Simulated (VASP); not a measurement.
Write the native input for VASP 6.6.1 that does the following.

| Item | Value |
| --- | --- |
| Task | single point |
| Functional | PBE |
| Potentials or basis | VASP PAW PBE potentials, release 64 (Pt) |
| Cutoff | 520 eV |
| k mesh | 20 × 20 × 20 |
| Occupations | fermi-dirac, width 0.05 eV |
| Spin | collinear spin, ferromagnetic start |
| Starting moments | [1.0] μB |
| Dipole correction | no |
| Further INCAR settings | ALGO = Normal; EDIFF = 1e-07; NBANDS = 15 |

The structure of Pt lies in POSCAR:

```
Pt
1.0
    2.5151125133      0.0000000000      0.0000000000
    0.0000000000      2.5151125133      0.0000000000
    0.0000000000      0.0000000000      2.5151125133
Pt
1
Direct
    0.0000000000      0.0000000000      0.0000000000
```

This cell differs from its parent crystal: volume scaled by 0.88.

One way to write it, as run:

INCAR

```
SYSTEM = Pt
  PREC = Accurate
  ENCUT = 520
  EDIFF = 1E-7
  ISMEAR = -1
  SIGMA = 0.05
  LREAL = .FALSE.
  LASPH = .TRUE.
  NELM = 150
  ALGO = Normal
  ISIF = 2
  LWAVE = .FALSE.
  LCHARG = .FALSE.
  ISPIN = 2
  MAGMOM = 1
  LORBIT = 11
  LMAXMIX = 4
  GGA = PE
  NBANDS = 15
```

KPOINTS

```
Automatic mesh
0
G
  20 20 20
  0 0 0
```

Potentials or basis: VASP PAW PBE potentials, release 64 (Pt).

Run with:

```sh
$ cat potpaw_PBE.64/Pt/POTCAR > POTCAR
$ mpirun -np 1 vasp_std > vasp.out
```

Results of the run:

| Property | Result |
| --- | --- |
| Pressure | 32.7 GPa |
| Band gap on the k mesh | zero (filled and empty bands overlap) |
| Net moment | 0.00 μB per cell |
| Valence electrons inside the program's atomic spheres | Pt 9.52 |

Caveat: spin-orbit coupling is left out, which moves the levels of the heavy elements.

Run time: 86 s on 1 thread of AMD EPYC 9R45 (Zen 5), on a shared host, peak memory 0.17 GiB.
